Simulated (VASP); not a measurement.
## MgB: single point with PBE

MgB:

```
Mg B
1.0
     2.61429    0.00000    0.00000
     0.00000    2.61429    0.00000
     0.00000    0.00000    3.63679
Mg B
1 1
Direct
  0.00000 0.00000 0.00000
  0.50000 0.50000 0.50000
```

```yaml
Program: VASP 6.6.1
Task: single point
Functional: PBE
Potentials_or_basis: VASP PAW PBE potentials, release 64 (Mg, B)
Cutoff: 600 eV
k_mesh: 6 × 6 × 6
Occupations: gaussian, width 0.1 eV
Spin: no spin polarisation
Dipole_correction: no
Further_INCAR_settings: ALGO = Normal; EDIFF = 1e-06; NBANDS = 10
```

| Property | Result |
| --- | --- |
| Pressure | -4.0 GPa |

Stress tensor (GPa, compression positive):
```
  3.38   0.00   0.00
  0.00   3.38   0.00
  0.00   0.00 -18.78
```

Levels at points of the mesh, in eV from the Fermi level:
```tsv
k point	band 1	band 2	band 3	band 4	band 5	band 6	band 7
(0.00, 0.00, 0.00)	-10.44	-1.48	1.62	5.46	5.46	10.00	12.94
(0.50, 0.00, 0.00)	-6.34	-4.75	0.98	5.67	6.93	7.01	7.46
(0.50, 0.50, 0.00)	-2.39	-1.73	-1.73	3.54	4.23	9.16	9.16
(0.00, 0.00, 0.50)	-8.76	-6.66	5.74	5.74	9.25	11.75	14.06
(0.50, 0.00, 0.50)	-4.93	-3.55	-3.02	1.02	7.29	11.14	15.52
(0.50, 0.50, 0.50)	-0.92	-0.92	-0.79	0.08	4.16	4.16	5.49
```

It took 14 s on 1 thread of Intel Xeon 8259CL, with other jobs on the host, peak memory 0.15 GiB.

Caveat: the k points lie up to 0.40 Å⁻¹ apart.
